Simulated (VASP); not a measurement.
Input of a VASP 6.6.1 run:

File INCAR:

```
PREC = Accurate
ENCUT = 520
EDIFF = 1E-8
ISMEAR = -1
SIGMA = 0.05
LREAL = F
LASPH = T
NELM = 60
ALGO = Normal
ISIF = 2
LWAVE = F
LCHARG = F
GGA = PE
LEFG = T
NBANDS = 12
```

File KPOINTS:

```
regular mesh
0
Gamma
  14 14 14
```

The input POSCAR:

```
Ti
1.0
   -1.6625945817      1.6625945817      1.6625945817
    1.6625945817     -1.6625945817      1.6625945817
    1.6625945817      1.6625945817     -1.6625945817
Ti
1
Direct
    0.0000000000      0.0000000000      0.0000000000
```

Potentials or basis: VASP PAW PBE potentials, release 64 (Ti_sv).

The run is started by

```sh
$ cat potpaw_PBE.64/Ti_sv/POTCAR > POTCAR
$ mpirun -np 1 vasp_std > vasp.out
```

**Question.** Estimate the band gap on the k mesh.

**Answer.** Zero (band 6 reaches 8.44 eV, above the bottom of band 7 at 6.88 eV).

**Question.** Predict the pressure.

**Answer.** -6.2 GPa.

Caveat: without QUAD_EFG the Cq values of the log hold for a quadrupole moment of 1 mb, not for the nuclei.
